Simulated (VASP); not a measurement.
Input of a VASP 6.6.1 run:

The input INCAR:

```
PREC = Accurate
ENCUT = 500
EDIFF = 1E-6
ISMEAR = -1
SIGMA = 0.1
LREAL = F
LASPH = T
NELM = 120
ALGO = Normal
ISIF = 2
LWAVE = F
LCHARG = T
GGA = CA
LELF = T
LVHAR = T
NBANDS = 12
GGA_COMPAT = F
```

File KPOINTS:

```
regular mesh
0
Gamma
  14 14 14
```

POSCAR

```
Ta
1.0
    2.8601010000      0.0000000000      0.0000000000
   -0.9533669701      2.6965290932      0.0000000000
   -0.9533669701     -1.3482644833      2.3352627333
Ta
1
Direct
    0.0000000000      0.0000000000      0.0000000000
```

Potentials or basis: VASP PAW LDA potentials, release 64 (Ta_pv).

Command:

```console
$ cat potpaw_LDA.64/Ta_pv/POTCAR > POTCAR
$ mpirun -np 1 vasp_std > vasp.out
```

Estimate the pressure.

-8.1 GPa.

What does it give for the band gap on the k mesh?

Zero (an odd number of electrons rules out a gap without spin polarisation).

Caveat: the cell stands under tension; spin-orbit coupling is left out, which moves the levels of the heavy elements.
